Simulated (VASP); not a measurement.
# Ti2Co (Fd-3m) in VASP: further runs

Runs on Ti2Co. Level: PBEsol. Tasks: single point.

Everything below comes from runs of VASP 6.6.1. Logs are shortened: lines on timing, memory, paths and dates and some standing lists are left out, and cuts for length are marked.

### Step 1. The cell of the first run

The structure is cubic, space group Fd-3m (No. 227). Conventional cell: a = 6.989 Å, b = 6.989 Å, c = 6.989 Å, α = 90.00°, β = 90.00°, γ = 90.00°. Within 3.3 Å of Ti (site symmetry -3m) lie 6 Ti at 2.47 Å and 6 Co at 2.90 Å. Within 3.8 Å of Co (site symmetry -43m) lie 12 Ti at 2.90 Å and 4 Co at 3.03 Å.

### Step 2. Single point, PBEsol, collinear spin, ferromagnetic start

The input, INCAR:

```
SYSTEM = Ti2Co
PREC = Accurate ; ENCUT = 520
EDIFF = 1E-6 ; ISMEAR = -1
SIGMA = 0.15 ; LREAL = .FALSE.
LASPH = .TRUE. ; NELM = 150
ALGO = Normal ; ISIF = 2
LWAVE = .FALSE. ; LCHARG = .FALSE.
ISPIN = 2 ; MAGMOM = 0 0 0 0 2.5 2.5
LORBIT = 11 ; LMAXMIX = 4
GGA = PS ; NBANDS = 46
```

The input, KPOINTS:

```
Automatic mesh
0
G
  8 8 8
  0 0 0
```

The input, POSCAR:

```
Ti2Co
1.0
    0.0000000000      3.4946780890      3.4946780890
    3.4946780890      0.0000000000      3.4946780890
    3.4946780890      3.4946780890      0.0000000000
Ti Co
4 2
Direct
    0.6250000000      0.6250000000      0.6250000000
    0.1250000000      0.6250000000      0.6250000000
    0.6250000000      0.6250000000      0.1250000000
    0.6250000000      0.1250000000      0.6250000000
    0.0000000000      0.0000000000      0.0000000000
    0.2500000000      0.2500000000      0.2500000000
```

Potentials or basis: VASP PAW PBE potentials, release 64 (Ti_sv, Co).

The run is started by

```bash
$ cat potpaw_PBE.64/Ti_sv/POTCAR potpaw_PBE.64/Co/POTCAR > POTCAR
$ mpirun -np 1 vasp_std > vasp.out
```

OUTCAR:

```text
SYSTEM = Ti2Co
   PREC = Accurate
   ENCUT = 520
   EDIFF = 1E-6
   ISMEAR = -1
   LREAL = .FALSE.
   LASPH = .TRUE.
   NELM = 150
   ISIF = 2
   ISPIN = 2
   LORBIT = 11
   GGA = PS

 ion  position               nearest neighbor table
   1  0.625  0.625  0.625-   2 2.47   3 2.47   4 2.47   3 2.47   4 2.47   2 2.47   6 2.90   5 2.90
                             6 2.90   5 2.90   6 2.90   5 2.90
   2  0.125  0.625  0.625-   1 2.47   3 2.47   4 2.47   1 2.47   3 2.47   4 2.47   5 2.90   6 2.90
                             5 2.90   5 2.90   6 2.90   6 2.90
   3  0.625  0.625  0.125-   1 2.47   1 2.47   2 2.47   4 2.47   4 2.47   2 2.47   6 2.90   5 2.90
                             6 2.90   5 2.90   6 2.90   5 2.90
   4  0.625  0.125  0.625-   1 2.47   3 2.47   1 2.47   2 2.47   3 2.47   2 2.47   5 2.90   6 2.90
                             5 2.90   6 2.90   6 2.90   5 2.90
   5  0.000  0.000  0.000-   1 2.90   3 2.90   4 2.90   1 2.90   2 2.90   3 2.90   1 2.90   2 2.90
                             4 2.90   2 2.90   3 2.90   4 2.90   6 3.03   6 3.03   6 3.03   6 3.03
   6  0.250  0.250  0.250-   2 2.90   3 2.90   4 2.90   1 2.90   2 2.90   4 2.90   1 2.90   2 2.90
                             3 2.90   1 2.90   3 2.90   4 2.90   5 3.03   5 3.03   5 3.03   5 3.03

  LATTYP: Found a face centered cubic cell.
 ALAT       =     6.9893561780

  Lattice vectors:

 A1 = (   0.0000000000,   3.4946780890,   3.4946780890)
 A2 = (   3.4946780890,   0.0000000000,   3.4946780890)
 A3 = (   3.4946780890,   3.4946780890,   0.0000000000)

Analysis of symmetry for initial positions (statically):
=====================================================================
 Subroutine PRICEL returns:
 Original cell was already a primitive cell.

 Routine SETGRP: Setting up the symmetry group for a
 face centered cubic supercell.

 Subroutine GETGRP returns: Found 48 space group operations
 (whereof 24 operations were pure point group operations)
 out of a pool of 48 trial point group operations.

The static configuration has the point symmetry T_d .
 The point group associated with its full space group is O_h .

Analysis of symmetry for dynamics (positions and initial velocities):
=====================================================================
 Subroutine PRICEL returns:
 Original cell was already a primitive cell.

 Routine SETGRP: Setting up the symmetry group for a
 face centered cubic supercell.

 Subroutine GETGRP returns: Found 48 space group operations
 (whereof 24 operations were pure point group operations)
 out of a pool of 48 trial point group operations.

The dynamic configuration has the point symmetry T_d .
 The point group associated with its full space group is O_h .

Analysis of structural, dynamic, and magnetic symmetry:
=====================================================================
 Subroutine PRICEL returns:
 Original cell was already a primitive cell.

 Routine SETGRP: Setting up the symmetry group for a
 face centered cubic supercell.

 Subroutine GETGRP returns: Found 48 space group operations
 (whereof 24 operations were pure point group operations)
 out of a pool of 48 trial point group operations.

The overall configuration has the point symmetry T_d .
 The point group associated with its full space group is O_h .

 Subroutine INISYM returns: Found 48 space group operations
 (whereof 24 operations are pure point group operations),
 and found     1 'primitive' translations

----------------------------------------------------------------------------------------

                                     Primitive cell

  volume of cell :      85.3594

  direct lattice vectors                    reciprocal lattice vectors
     0.000000000  3.494678089  3.494678089    -0.143074695  0.143074695  0.143074695
     3.494678089  0.000000000  3.494678089     0.143074695 -0.143074695  0.143074695
     3.494678089  3.494678089  0.000000000     0.143074695  0.143074695 -0.143074695

  length of vectors
     4.942221150  4.942221150  4.942221150     0.247812640  0.247812640  0.247812640

  position of ions in fractional coordinates (direct lattice)
     0.625000000  0.625000000  0.625000000
     0.125000000  0.625000000  0.625000000
     0.625000000  0.625000000  0.125000000
     0.625000000  0.125000000  0.625000000
     0.000000000  0.000000000  0.000000000
     0.250000000  0.250000000  0.250000000

  ion indices of the primitive-cell ions
[... 62 lines left out ...]
   number of dos      NEDOS =    301   number of ions     NIONS =      6
   total plane-waves  NPLWV =  64000
   dimension x,y,z NGX =    40 NGY =   40 NGZ =   40
   dimension x,y,z NGXF=    80 NGYF=   80 NGZF=   80
   ions per type =               4   2
   NGX,Y,Z   is equivalent  to a cutoff of  13.46, 13.46, 13.46 a.u.
   NGXF,Y,Z  is equivalent  to a cutoff of  26.91, 26.91, 26.91 a.u.
 SYSTEM =  Ti2Co
   PREC   = accura    normal or accurate (medium, high low for compatibility)
   ISTART =      0    job   : 0-new  1-cont  2-samecut
   ICHARG =      2    charge: 1-file 2-atom 10-const
   ISPIN  =      2    spin polarized calculation?
   LNONCOLLINEAR =      F non collinear calculations
   LSORBIT =      F    spin-orbit coupling
   LASPH  =      T    aspherical Exc in radial PAW
   ENCUT  =  520.0 eV  38.22 Ry    6.18 a.u.   9.19  9.19  9.19*2*pi/ulx,y,z
   NELM   =    150;   NELMIN=  2; NELMDL= -5     # of ELM steps
   EDIFF  = 0.1E-05   stopping-criterion for ELM
   LREAL  =      F    real-space projection
   EDIFFG = 0.1E-04   stopping-criterion for IOM
   NSW    =      0    number of steps for IOM
   IBRION =     -1    ionic relax: 0-MD 1-quasi-New 2-CG
   NFREE  =      0    steps in history (QN), initial steepest desc. (CG)
   ISIF   =      2    stress and relaxation
   ISYM   =      2    0-nonsym 1-usesym 2-fastsym
   POTIM  = 0.5000    time-step for ionic-motion
   TEBEG  =    0.0;   TEEND  =   0.0 temperature during run
   PSTRESS=    0.0 pullay stress
   NELECT =      66.0000    total number of electrons
   NUPDOWN=      -1.0000    fix difference up-down
   EMIN   =  10.00;   EMAX   =-10.00  energy-range for DOS
   EFERMI =   0.00;   METHOD = LEGACY
   ISMEAR =    -1;   SIGMA  =   0.15  broadening in eV -4-tet -1-fermi 0-gaus
   EFERMI_NEDOS =   21; number of points for ismear=-14 and -15
   IALGO  =     38    algorithm
   IMIX   =      4    mixing-type and parameters
     AMIX     =   0.40;   BMIX     =  1.00
     AMIX_MAG =   1.60;   BMIX_MAG =  1.00
  volume/ion in A,a.u.               =      14.23        96.01
  Fermi-wavevector in a.u.,A,eV,Ry     =   1.502585  2.839473 30.718701  2.257761
  Thomas-Fermi vector in A             =   2.613806
   LORBIT       =     11    0 simple, 1 ext, 2 COOP (PROOUT), +10 PAW based schemes
   GGA     = PS    functional components
   LHFCALC =     F    Hartree Fock is set to
   AEXX    =    0.0000 exact exchange contribution
   IVDW    =     0    specifies the selected vdW correction
   LEPSILON=     F    determine dielectric tensor
   LRPA    =     F    only Hartree local field effects (RPA)
 spin polarized calculation
  energy-cutoff  :      520.00
  volume of cell :       85.36
 maximum number of plane-waves:      2332
 NGX is ok and might be reduce to    40
   NGX = 19   NGY = 19   NGZ = 19

 number of electron      65.9999978 magnetization       1.3465993

 Free energy of the ion-electron system (eV)
  ---------------------------------------------------
  ext. energy  EPLUGINS =         0.00000000
  ---------------------------------------------------
  free energy    TOTEN  =       -46.58223075 eV

  energy without entropy =      -45.89357352  energy(sigma->0) =      -46.23790213

 E-fermi :   8.7858     XC(G=0): -12.3979

 val. band max:        8.7833582578   @ k =   0.3750   0.3750   0.0000
 cond. band min:       8.7859188304   @ k =   0.5000   0.3750   0.1250
 fundamental gap:      0.0025605726
 Fermi energy:         8.7857800815

 spin component 1

 k-point     1 :       0.0000    0.0000    0.0000
  band No.  band energies     occupation
      1     -47.3445      1.00000
      2     -46.8522      1.00000
      3     -46.8522      1.00000
      4     -46.8522      1.00000
      5     -25.0496      1.00000
      6     -23.9950      1.00000
[... 1141 lines left out ...]
     44      12.0912      0.00000
     45      12.1658      0.00000

 [... further k-points ...]

 spin component 2

 k-point     1 :       0.0000    0.0000    0.0000
  band No.  band energies     occupation
      1     -47.3819      1.00000
      2     -46.8905      1.00000
      3     -46.8905      1.00000
      4     -46.8905      1.00000
      5     -25.0534      1.00000
      6     -24.0389      1.00000
[... 1141 lines left out ...]
     44      12.0702      0.00000
     45      12.1654      0.00000

 [... further k-points ...]

 [bands above 45 left out]

------------------------ aborting loop because EDIFF is reached ----------------------------------------

  FORCE on cell =-STRESS in cart. coord.  units (eV):
  Direction    XX          YY          ZZ          XY          YZ          ZX
  --------------------------------------------------------------------------------------
  -------------------------------------------------------------------------------------
  Total       -0.0080666     -0.0080666     -0.0080666     -0.0000000     -0.0000000     -0.0000000
  in kB       -0.1514088     -0.1514088     -0.1514088     -0.0000000     -0.0000000     -0.0000000
  external PRESSURE =      -0.1514088 kB  Pullay stress =       0.0000000 kB

 VOLUME and BASIS-vectors are now :
 -----------------------------------------------------------------------------
  energy-cutoff  :      520.00
  volume of cell :       85.36
      direct lattice vectors                 reciprocal lattice vectors
     0.000000000  3.494678089  3.494678089    -0.143074695  0.143074695  0.143074695
     3.494678089  0.000000000  3.494678089     0.143074695 -0.143074695  0.143074695
     3.494678089  3.494678089  0.000000000     0.143074695  0.143074695 -0.143074695

 POSITION                                       TOTAL-FORCE (eV/Angst)
 -----------------------------------------------------------------------------------
      4.36835      4.36835      4.36835         0.000000     -0.000000      0.000000
      4.36835      2.62101      2.62101         0.000000     -0.000000      0.000000
      2.62101      2.62101      4.36835         0.000000     -0.000000      0.000000
      2.62101      4.36835      2.62101         0.000000     -0.000000      0.000000
      0.00000      0.00000      0.00000        -0.000000     -0.000000      0.000000
      1.74734      1.74734      1.74734         0.000000      0.000000     -0.000000
 -----------------------------------------------------------------------------------
    total drift:                                0.000000      0.000000      0.000000

  FREE ENERGIE OF THE ION-ELECTRON SYSTEM (eV)
  ---------------------------------------------------
  free  energy   TOTEN  =       -46.5822307490 eV

  energy  without entropy=      -45.8935735174  energy(sigma->0) =      -46.23790213

 total charge

# of ion       s       p       d       tot
------------------------------------------
    1        2.286   6.128   2.189  10.603
    2        2.286   6.128   2.189  10.603
    3        2.286   6.128   2.189  10.603
    4        2.286   6.128   2.189  10.603
    5        0.416   0.384   7.166   7.966
    6        0.416   0.384   7.166   7.966
--------------------------------------------------
tot          9.976  25.281  23.089  58.346

 magnetization (x)

# of ion       s       p       d       tot
------------------------------------------
    1       -0.003  -0.011  -0.037  -0.051
    2       -0.003  -0.011  -0.037  -0.051
    3       -0.003  -0.011  -0.037  -0.051
    4       -0.003  -0.011  -0.037  -0.051
    5        0.006  -0.007   0.870   0.868
    6        0.006  -0.007   0.870   0.868
--------------------------------------------------
tot          0.001  -0.058   1.589   1.532
```

Wall time 8 min (1 thread of Intel Xeon Platinum 8488C (Sapphire Rapids), shared host); peak memory 0.39 GiB.

Results:

```yaml
Free_energy: -46.5822 eV
Pressure: 0.0 GPa
Net_moment: 1.35 μB per cell
Site_moments: Ti -0.05; Co +0.87 μB
Valence_electrons_inside_the_program's_atomic_spheres: Ti 10.60; Co 7.97
```

Caveat: the PAW data sets were made with another functional, which shifts forces and pressure a little.

### Step 3. Single point, PBEsol, collinear spin, ferromagnetic start

The input, INCAR:

```
SYSTEM = Ti2Co
ALGO     = Normal         ! electronic algorithm
EDIFF    = 1E-7           ! SCF threshold, eV
ENCUT    = 520            ! plane-wave cutoff, eV
GGA      = PS             ! functional
ISIF     = 2              ! what is computed and relaxed
ISMEAR   = -1             ! smearing method
ISPIN    = 2              ! spin polarisation
LASPH    = .TRUE.         ! aspherical terms in the spheres
LCHARG   = .FALSE.        ! write CHGCAR
LMAXMIX  = 4              ! l up to which the mixer works
LORBIT   = 11             ! projections on sites
LREAL    = .FALSE.        ! projectors in reciprocal space
LWAVE    = .FALSE.        ! write WAVECAR
MAGMOM   = 0 0 0 0 2.5 2.5 ! initial moments
NBANDS   = 46             ! bands
NELM     = 150            ! most SCF steps
PREC     = Accurate       ! precision mode
SIGMA    = 0.15           ! smearing width, eV
```

The input, KPOINTS:

```
k-points
0
G
  8 8 8
  0 0 0
```

POSCAR: that of step 2 with these lines changed.

```diff
@@ -2,5 +2,5 @@
 1.0
-    0.0000000000      3.4946780890      3.4946780890
-    3.4946780890      0.0000000000      3.4946780890
-    3.4946780890      3.4946780890      0.0000000000
+    0.0000000000      3.4946781356      3.4946781356
+    3.4946781356      0.0000000000      3.4946781356
+    3.4946781356      3.4946781356      0.0000000000
 Ti Co
```

Potentials or basis: VASP PAW PBE potentials, release 64 (Ti_sv, Co).

The run is started by

```bash
$ cat potpaw_PBE.64/Ti_sv/POTCAR potpaw_PBE.64/Co/POTCAR > POTCAR
$ mpirun -np 1 vasp_std > vasp.out
```

OUTCAR:

```text
SYSTEM = Ti2Co
   EDIFF = 1E-7
   ENCUT = 520
   GGA = PS
   ISIF = 2
   ISMEAR = -1
   ISPIN = 2
   LASPH = .TRUE.
   LORBIT = 11
   LREAL = .FALSE.
   NELM = 150
   PREC = Accurate

 ion  position               nearest neighbor table
   1  0.625  0.625  0.625-   2 2.47   3 2.47   4 2.47   3 2.47   4 2.47   2 2.47   6 2.90   5 2.90
                             6 2.90   5 2.90   6 2.90   5 2.90
   2  0.125  0.625  0.625-   1 2.47   3 2.47   4 2.47   1 2.47   3 2.47   4 2.47   6 2.90   5 2.90
                             6 2.90   5 2.90   5 2.90   6 2.90
   3  0.625  0.625  0.125-   1 2.47   1 2.47   2 2.47   4 2.47   4 2.47   2 2.47   6 2.90   5 2.90
                             6 2.90   5 2.90   6 2.90   5 2.90
   4  0.625  0.125  0.625-   1 2.47   3 2.47   1 2.47   2 2.47   3 2.47   2 2.47   6 2.90   5 2.90
                             6 2.90   5 2.90   6 2.90   5 2.90
   5  0.000  0.000  0.000-   2 2.90   3 2.90   4 2.90   2 2.90   4 2.90   1 2.90   1 2.90   1 2.90
[... 2556 lines left out ...]
      2.62101      2.62101      4.36835        -0.000000      0.000000     -0.000000
      2.62101      4.36835      2.62101        -0.000000      0.000000     -0.000000
      0.00000      0.00000      0.00000         0.000000     -0.000000     -0.000000
      1.74734      1.74734      1.74734        -0.000000      0.000000      0.000000
 -----------------------------------------------------------------------------------
    total drift:                                0.000000      0.000000      0.000000

  FREE ENERGIE OF THE ION-ELECTRON SYSTEM (eV)
  ---------------------------------------------------
  free  energy   TOTEN  =       -46.5822306429 eV

  energy  without entropy=      -45.8935711860  energy(sigma->0) =      -46.23790091

 total charge

# of ion       s       p       d       tot
------------------------------------------
    1        2.286   6.128   2.189  10.603
    2        2.286   6.128   2.189  10.603
    3        2.286   6.128   2.189  10.603
    4        2.286   6.128   2.189  10.603
    5        0.416   0.384   7.166   7.966
    6        0.416   0.384   7.166   7.966
--------------------------------------------------
tot          9.976  25.281  23.089  58.346

 magnetization (x)

# of ion       s       p       d       tot
------------------------------------------
    1       -0.003  -0.011  -0.037  -0.051
    2       -0.003  -0.011  -0.037  -0.051
    3       -0.003  -0.011  -0.037  -0.051
    4       -0.003  -0.011  -0.037  -0.051
    5        0.006  -0.007   0.870   0.869
    6        0.006  -0.007   0.870   0.869
--------------------------------------------------
tot          0.001  -0.058   1.590   1.533
```

OSZICAR:

```text
N       E                     dE             d eps       ncg     rms          rms(c)
DAV:   1     0.826723934497E+03    0.82672E+03   -0.30520E+04  5448   0.184E+03
DAV:   2     0.585189580014E+02   -0.76820E+03   -0.74273E+03  5342   0.531E+02
[... 16 lines left out ...]
DAV:  19    -0.465822308497E+02   -0.14076E-04   -0.11921E-04  7098   0.643E-02    0.381E-02
DAV:  20    -0.465822340223E+02   -0.31726E-05   -0.15421E-05  7862   0.293E-02    0.335E-02
DAV:  21    -0.465822308222E+02    0.32001E-05   -0.29952E-05  7298   0.416E-02    0.896E-03
DAV:  22    -0.465822307586E+02    0.63605E-07   -0.36418E-06  6226   0.125E-02    0.373E-03
DAV:  23    -0.465822306544E+02    0.10423E-06   -0.19840E-07  4072   0.307E-03    0.944E-04
DAV:  24    -0.465822306429E+02    0.11455E-07   -0.38426E-08  3504   0.146E-03
   1 F= -.46582231E+02 E0= -.46237901E+02  d E =-.688659E+00  mag=     1.3465
```

Run time: 7.7 min. Hardware: 1 thread of Intel Xeon Platinum 8488C (Sapphire Rapids), shared host; peak memory 0.38 GiB.

Results:

| Property | Result |
| --- | --- |
| Free energy | -46.5822 eV |
| Pressure | -0.1 GPa |
| Net moment | 1.35 μB per cell |
| Site moments | Ti -0.05; Co +0.87 μB |
| Valence electrons inside the program's atomic spheres | Ti 10.60; Co 7.97 |

Caveat: the PAW data sets were made with another functional, which shifts forces and pressure a little.
